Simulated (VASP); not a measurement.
# Ga: single point with PBEsol

Crystal: Ga.

```xyz
1
Lattice="2.0952 0.0000 0.0000 0.0000 2.0952 0.0000 0.0000 0.0000 2.0952" Properties=species:S:1:pos:R:3 pbc="T T T"
Ga    0.0000    0.0000    0.0000
```

This isn't the form of Ga at room conditions, which is orthorhombic.

```
Program             : VASP 6.6.1
Task                : single point
Functional          : PBEsol
Potentials or basis : VASP PAW PBE potentials, release 64 (Ga_d)
Cutoff              : 520 eV
k mesh              : 18 × 18 × 18
Occupations         : fermi-dirac, width 0.05 eV
Spin                : no spin polarisation
```

```json
{
  "Pressure": "231.9 GPa",
  "Band gap on the k mesh": "zero (an odd number of electrons rules out a gap without spin polarisation)"
}
```

Levels at points of the mesh, in eV from the Fermi level:
```csv
k point,band 4,band 5,band 6,band 7,band 8,band 9,band 10,band 11
"(0.00, 0.00, 0.00)",-15.57,-15.57,-15.57,15.24,15.24,15.24,18.99,18.99
"(0.50, 0.00, 0.00)",-16.36,-15.50,-9.43,-7.18,22.54,23.59,23.59,24.61
"(0.50, 0.50, 0.00)",-16.22,-14.96,-2.28,-2.28,3.18,4.21,29.90,29.90
"(0.50, 0.50, 0.50)",-14.92,-14.92,5.10,5.10,5.10,10.25,11.34,11.34
```

It took 13 s on 1 thread of Intel Xeon 8259CL, on a shared host, peak memory 0.14 GiB.

Caveat: the cell stands under pressure; the PAW data sets were made with another functional, which shifts forces and pressure a little.
